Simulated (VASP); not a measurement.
# BAs in VASP: single point with PBEsol

Aim: the single point of BAs with PBEsol.

Program: VASP 6.6.1. These are calculated values, not measurements. Logs are shortened: lines on timing, memory, paths and dates and some standing lists are left out, and cuts for length are marked.

### Step 1. The cell of the first run

The cell holds a wire or tube with vacuum around it, 20 atoms: a = 14.800 Å, b = 12.700 Å, c = 8.258 Å, α = 90.00°, β = 90.00°, γ = 90.00°.

### Step 2. Single point, PBEsol, collinear spin

File INCAR:

```
SYSTEM = BAs
PREC     = Accurate       ! precision mode
ENCUT    = 520            ! plane-wave cutoff, eV
EDIFF    = 1E-6           ! SCF threshold, eV
ISMEAR   = 0              ! smearing method
SIGMA    = 0.05           ! smearing width, eV
LREAL    = Auto         
LASPH    = .TRUE.         ! aspherical terms in the spheres
NELM     = 150            ! most SCF steps
ALGO     = Normal         ! electronic algorithm
ISIF     = 2              ! what is computed and relaxed
LWAVE    = .FALSE.        ! write WAVECAR
LCHARG   = .FALSE.        ! write CHGCAR
ISPIN    = 2              ! spin polarisation
MAGMOM   = 0.3 0.3 0.3 0.3 0.3 0.3 0.3 0.3 0.3 0.3 0.3 0.3 0.3 0.3 0.3 0.3 0.3 0.3 0.3 0.3 ! initial moments
LORBIT   = 11             ! projections on sites
GGA      = PS             ! functional
NBANDS   = 60             ! bands
```

File KPOINTS:

```
Automatic mesh
0
G
  1 1 4
  0 0 0
```

File POSCAR:

```
BAs
1.0
   14.8000000000      0.0000000000      0.0000000000
    0.0000000000     12.7000000000      0.0000000000
    0.0000000000      0.0000000000      8.2582031335
B As
10 10
Direct
    0.5657593630      0.5000000000      0.0000000000
    0.3027219109      0.5000000000      0.6666666667
    0.4342406370      0.5000000000      0.3333333333
    0.6972780891      0.5000000000      0.6666666667
    0.3684812740      0.3672678224      0.0000000000
    0.6315187260      0.3672678224      0.3333333333
    0.5000000000      0.6327321776      0.6666666667
    0.3684812740      0.6327321776      0.0000000000
    0.6315187260      0.6327321776      0.3333333333
    0.5000000000      0.3672678224      0.6666666667
    0.6315187260      0.6327321776      0.0833333333
    0.5000000000      0.3672678224      0.4166666667
    0.3684812740      0.6327321776      0.7500000000
    0.6315187260      0.3672678224      0.0833333333
    0.5000000000      0.6327321776      0.4166666667
    0.3684812740      0.3672678224      0.7500000000
    0.4342406370      0.5000000000      0.0833333333
    0.6972780891      0.5000000000      0.4166666667
    0.3027219109      0.5000000000      0.4166666667
    0.5657593630      0.5000000000      0.7500000000
```

Potentials or basis: VASP PAW PBE potentials, release 64 (B, As).

Run with:

```
cat potpaw_PBE.64/B/POTCAR potpaw_PBE.64/As/POTCAR > POTCAR
mpirun -np 1 vasp_std > vasp.out
```

OUTCAR:

```text
SYSTEM = BAs
   PREC = Accurate
   ENCUT = 520
   EDIFF = 1E-6
   ISMEAR = 0
   LREAL = Auto
   LASPH = .TRUE.
   NELM = 150
   ISIF = 2
   ISPIN = 2
   LORBIT = 11
   GGA = PS

 ion  position               nearest neighbor table
   1  0.566  0.500  0.000-  17 2.06  14 2.06  11 2.06  20 2.06
   2  0.303  0.500  0.667-  19 2.06  16 2.06  13 2.06
   3  0.434  0.500  0.333-  12 2.06  15 2.06  17 2.06  19 2.06
   4  0.697  0.500  0.667-  18 2.06  20 2.06
   5  0.368  0.367  0.000-  17 2.06  16 2.06
   6  0.632  0.367  0.333-  12 2.06  14 2.06  18 2.06
   7  0.500  0.633  0.667-  13 2.06  20 2.06  15 2.06
   8  0.368  0.633  0.000-  17 2.06  13 2.06
   9  0.632  0.633  0.333-  15 2.06  11 2.06  18 2.06
  10  0.500  0.367  0.667-  16 2.06  20 2.06  12 2.06
  11  0.632  0.633  0.083-   1 2.06   9 2.06
  12  0.500  0.367  0.417-   6 2.06   3 2.06  10 2.06
  13  0.368  0.633  0.750-   7 2.06   8 2.06   2 2.06
  14  0.632  0.367  0.083-   1 2.06   6 2.06
  15  0.500  0.633  0.417-   9 2.06   3 2.06   7 2.06
  16  0.368  0.367  0.750-  10 2.06   5 2.06   2 2.06
  17  0.434  0.500  0.083-   1 2.06   5 2.06   8 2.06   3 2.06
  18  0.697  0.500  0.417-   4 2.06   6 2.06   9 2.06
  19  0.303  0.500  0.417-   2 2.06   3 2.06
  20  0.566  0.500  0.750-   7 2.06  10 2.06   1 2.06   4 2.06

  LATTYP: Found a simple orthorhombic cell.
 ALAT       =     8.2582031335
 B/A-ratio  =     1.5378648109
 C/A-ratio  =     1.7921574174

  Lattice vectors:

 A1 = (   0.0000000000,   0.0000000000,  -8.2582031335)
 A2 = (   0.0000000000,  12.7000000000,   0.0000000000)
 A3 = (  14.8000000000,   0.0000000000,   0.0000000000)

Analysis of symmetry for initial positions (statically):
=====================================================================
 Subroutine PRICEL returns:
 Original cell was already a primitive cell.

 Routine SETGRP: Setting up the symmetry group for a
 simple orthorhombic supercell.

 Subroutine GETGRP returns: Found  2 space group operations
 (whereof  2 operations were pure point group operations)
 out of a pool of  8 trial point group operations.

The static configuration has the point symmetry C_1h.

Analysis of symmetry for dynamics (positions and initial velocities):
=====================================================================
 Subroutine PRICEL returns:
 Original cell was already a primitive cell.

 Routine SETGRP: Setting up the symmetry group for a
 simple orthorhombic supercell.

 Subroutine GETGRP returns: Found  2 space group operations
 (whereof  2 operations were pure point group operations)
 out of a pool of  8 trial point group operations.

The dynamic configuration has the point symmetry C_1h.

Analysis of structural, dynamic, and magnetic symmetry:
=====================================================================
 Subroutine PRICEL returns:
 Original cell was already a primitive cell.

 Routine SETGRP: Setting up the symmetry group for a
 simple orthorhombic supercell.

 Subroutine GETGRP returns: Found  2 space group operations
 (whereof  2 operations were pure point group operations)
 out of a pool of  8 trial point group operations.

The overall configuration has the point symmetry C_1h.

 Subroutine INISYM returns: Found  2 space group operations
 (whereof  2 operations are pure point group operations),
 and found     1 'primitive' translations

----------------------------------------------------------------------------------------

                                     Primitive cell

  volume of cell :    1552.2119

  direct lattice vectors                    reciprocal lattice vectors
    14.800000000  0.000000000  0.000000000     0.067567568  0.000000000  0.000000000
     0.000000000 12.700000000  0.000000000     0.000000000  0.078740157  0.000000000
     0.000000000  0.000000000  8.258203134     0.000000000  0.000000000  0.121091717

  length of vectors
    14.800000000 12.700000000  8.258203134     0.067567568  0.078740157  0.121091717

  position of ions in fractional coordinates (direct lattice)
     0.565759363  0.500000000  0.000000000
     0.302721911  0.500000000  0.666666667
     0.434240637  0.500000000  0.333333333
     0.697278089  0.500000000  0.666666667
     0.368481274  0.367267822  0.000000000
     0.631518726  0.367267822  0.333333333
[... 12 lines left out ...]
     0.302721911  0.500000000  0.416666667
     0.565759363  0.500000000  0.750000000

  ion indices of the primitive-cell ions
   primitive index   ion index
                 1           1
[... 37 lines left out ...]

  Shift w.r.t. Gamma in fractional coordinates (k-lattice)
     0.000000000  0.000000000  0.000000000

 Subroutine IBZKPT returns following result:
 ===========================================

 Found      3 irreducible k-points:

 Following reciprocal coordinates:
            Coordinates               Weight
  0.000000  0.000000  0.000000      1.000000
  0.000000  0.000000  0.250000      2.000000
  0.000000  0.000000  0.500000      1.000000
   k-points           NKPTS =      3   k-points in BZ     NKDIM =      3   number of bands    NBANDS=     60
   number of dos      NEDOS =    301   number of ions     NIONS =     20
   total plane-waves  NPLWV = 688128
   dimension x,y,z NGX =   112 NGY =   96 NGZ =   64
   dimension x,y,z NGXF=   224 NGYF=  192 NGZF=  128
   ions per type =              10  10
   NGX,Y,Z   is equivalent  to a cutoff of  12.58, 12.57, 12.88 a.u.
   NGXF,Y,Z  is equivalent  to a cutoff of  25.16, 25.13, 25.77 a.u.
 SYSTEM =  BAs
   PREC   = accura    normal or accurate (medium, high low for compatibility)
   ISTART =      0    job   : 0-new  1-cont  2-samecut
   ICHARG =      2    charge: 1-file 2-atom 10-const
   ISPIN  =      2    spin polarized calculation?
   LNONCOLLINEAR =      F non collinear calculations
   LSORBIT =      F    spin-orbit coupling
   LASPH  =      T    aspherical Exc in radial PAW
   ENCUT  =  520.0 eV  38.22 Ry    6.18 a.u.  27.52 23.61 15.35*2*pi/ulx,y,z
   NELM   =    150;   NELMIN=  2; NELMDL= -5     # of ELM steps
   EDIFF  = 0.1E-05   stopping-criterion for ELM
   LREAL  =      T    real-space projection
   EDIFFG = 0.1E-04   stopping-criterion for IOM
   NSW    =      0    number of steps for IOM
   IBRION =     -1    ionic relax: 0-MD 1-quasi-New 2-CG
   NFREE  =      0    steps in history (QN), initial steepest desc. (CG)
   ISIF   =      2    stress and relaxation
   ISYM   =      2    0-nonsym 1-usesym 2-fastsym
   POTIM  = 0.5000    time-step for ionic-motion
   TEBEG  =    0.0;   TEEND  =   0.0 temperature during run
   PSTRESS=    0.0 pullay stress
   NELECT =      80.0000    total number of electrons
   NUPDOWN=      -1.0000    fix difference up-down
   EMIN   =  10.00;   EMAX   =-10.00  energy-range for DOS
   EFERMI =   0.00;   METHOD = LEGACY
   ISMEAR =     0;   SIGMA  =   0.05  broadening in eV -4-tet -1-fermi 0-gaus
   EFERMI_NEDOS =   21; number of points for ismear=-14 and -15
   IALGO  =     38    algorithm
   IMIX   =      4    mixing-type and parameters
     AMIX     =   0.40;   BMIX     =  1.00
     AMIX_MAG =   1.60;   BMIX_MAG =  1.00
  volume/ion in A,a.u.               =      77.61       523.74
  Fermi-wavevector in a.u.,A,eV,Ry     =   0.609239  1.151295  5.050107  0.371172
  Thomas-Fermi vector in A             =   1.664362
   LORBIT       =     11    0 simple, 1 ext, 2 COOP (PROOUT), +10 PAW based schemes
   GGA     = PS    functional components
   LHFCALC =     F    Hartree Fock is set to
   AEXX    =    0.0000 exact exchange contribution
   IVDW    =     0    specifies the selected vdW correction
   LEPSILON=     F    determine dielectric tensor
   LRPA    =     F    only Hartree local field effects (RPA)
 spin polarized calculation
 Gauss-broadening in eV      SIGMA  =   0.05
  energy-cutoff  :      520.00
  volume of cell :     1552.21
 maximum number of plane-waves:     41859
 NGX is ok and might be reduce to   112
   NGX = 55   NGY = 47   NGZ = 31

 number of electron      80.0000000 magnetization       1.9994913

 Free energy of the ion-electron system (eV)
  ---------------------------------------------------
  ext. energy  EPLUGINS =         0.00000000
  ---------------------------------------------------
  free energy    TOTEN  =       -95.97448439 eV

  energy without entropy =      -95.96270927  energy(sigma->0) =      -95.96859683

 E-fermi :  -3.2294     XC(G=0):  -3.0648

 val. band max:       -3.2795868756   @ k =   0.0000   0.0000   0.0000
 cond. band min:      -3.2217512883   @ k =   0.0000   0.0000   0.2500
 fundamental gap:      0.0578355873
 Fermi energy:        -3.2293563718

 spin component 1

 k-point     1 :       0.0000    0.0000    0.0000
  band No.  band energies     occupation
      1     -17.0287      1.00000
      2     -15.7409      1.00000
      3     -15.4615      1.00000
      4     -15.2861      1.00000
      5     -14.9180      1.00000
      6     -14.5223      1.00000
[... 154 lines left out ...]
     51      -1.5122      0.00000
     52       0.8427      0.00000
 Fermi energy:        -3.2293563718

 spin component 2

 k-point     1 :       0.0000    0.0000    0.0000
  band No.  band energies     occupation
      1     -17.0084      1.00000
      2     -15.6928      1.00000
      3     -15.4583      1.00000
      4     -15.2440      1.00000
      5     -14.9394      1.00000
      6     -14.5523      1.00000
[... 154 lines left out ...]
     51      -1.1945      0.00000
     52       0.9073      0.00000
 [bands above 52 left out]

------------------------ aborting loop because EDIFF is reached ----------------------------------------

  FORCE on cell =-STRESS in cart. coord.  units (eV):
  Direction    XX          YY          ZZ          XY          YZ          ZX
  --------------------------------------------------------------------------------------
  -------------------------------------------------------------------------------------
  Total       -9.8344889     -3.4739030    -12.4664357      0.0000000      0.0000000      1.3835130
  in kB      -10.1510596     -3.5857274    -12.8677284      0.0000000      0.0000000      1.4280481
  external PRESSURE =      -8.8681718 kB  Pullay stress =       0.0000000 kB

 VOLUME and BASIS-vectors are now :
 -----------------------------------------------------------------------------
  energy-cutoff  :      520.00
  volume of cell :     1552.21
      direct lattice vectors                 reciprocal lattice vectors
    14.800000000  0.000000000  0.000000000     0.067567568  0.000000000  0.000000000
     0.000000000 12.700000000  0.000000000     0.000000000  0.078740157  0.000000000
     0.000000000  0.000000000  8.258203134     0.000000000  0.000000000  0.121091717

 POSITION                                       TOTAL-FORCE (eV/Angst)
 -----------------------------------------------------------------------------------
      8.37324      6.35000      0.00000         0.107374     -0.000000      0.553090
      4.48028      6.35000      5.50547         2.033311     -0.000000     -0.289524
      6.42676      6.35000      2.75273         0.232149     -0.000000      0.431920
     10.31972      6.35000      5.50547        -1.298270     -0.000000     -1.239810
      5.45352      4.66430      0.00000         0.596174      0.831119     -1.289067
      9.34648      4.66430      2.75273        -1.378478      1.483811     -0.935981
[... 12 lines left out ...]
      4.48028      6.35000      3.44092        -0.629296     -0.000000     -0.040590
      8.37324      6.35000      6.19365         1.076275     -0.000000      0.708051
 -----------------------------------------------------------------------------------
    total drift:                                0.024696      0.000000      0.012544

  FREE ENERGIE OF THE ION-ELECTRON SYSTEM (eV)
  ---------------------------------------------------
  free  energy   TOTEN  =       -95.9744843876 eV

  energy  without entropy=      -95.9627092682  energy(sigma->0) =      -95.96859683

 total charge

# of ion       s       p       d       tot
------------------------------------------
    1        0.686   1.112   0.000   1.798
    2        0.724   0.938   0.000   1.662
    3        0.702   1.096   0.000   1.798
    4        0.742   0.817   0.000   1.558
    5        0.766   0.785   0.000   1.551
    6        0.695   0.978   0.000   1.673
[... 12 lines left out ...]
   19        1.269   1.436   0.040   2.746
   20        1.203   1.581   0.098   2.882
--------------------------------------------------
tot         19.566  24.520   0.629  44.716

 magnetization (x)

# of ion       s       p       d       tot
------------------------------------------
    1        0.007   0.004   0.000   0.011
    2       -0.013  -0.051   0.000  -0.064
    3       -0.002  -0.006   0.000  -0.009
    4        0.074   0.221   0.000   0.294
    5        0.059   0.165   0.000   0.224
    6        0.028   0.077   0.000   0.105
[... 12 lines left out ...]
   19        0.005   0.341  -0.000   0.346
   20        0.000  -0.003   0.003   0.000
--------------------------------------------------
tot          0.258   0.644   0.026   0.928
```

Run time: 33 min. Hardware: 1 thread of Oxide Virtual Turin-like, shared host; peak memory 1.8 GiB.

What came out:

```yaml
Free_energy: -95.9745 eV
Largest_force: 2.231 eV/Å
Band_gap_on_the_k_mesh: zero (filled and empty bands overlap)
Net_moment: 2.00 μB per cell
Site_moments: B +0.01, -0.06, -0.01, +0.29, +0.22, +0.10 (each value once); As -0.01, -0.07, -0.11, +0.35, +0.00 (each value once) μB
Valence_electrons_inside_the_program's_atomic_spheres: B 1.80, 1.66, 1.56, 1.55, 1.67 (each value once); As 2.73, 2.82, 2.83, 2.89, 2.75, 2.88 (each value once)
```

Forces on the atoms (eV/Å):
```
B    0.107  0.000  0.553
B    2.033  0.000 -0.290
B    0.232  0.000  0.432
B   -1.298  0.000 -1.240
B    0.596  0.831 -1.289
B   -1.378  1.484 -0.936
B   -0.881 -0.812 -0.639
B    0.596 -0.831 -1.289
B   -1.378 -1.484 -0.936
B   -0.881  0.812 -0.639
As   0.362  0.032  0.395
As   0.889 -1.166  0.591
As  -0.163  0.885  0.834
As   0.362 -0.032  0.395
As   0.889  1.166  0.591
As  -0.163 -0.885  0.834
As  -0.994  0.000  0.557
As   0.623  0.000  1.408
As  -0.629  0.000 -0.041
As   1.076  0.000  0.708
```

Caveat: the PAW data sets were made with another functional, which shifts forces and pressure a little.

The gap in the log of VASP goes by the Fermi energy; the results here count the filled bands.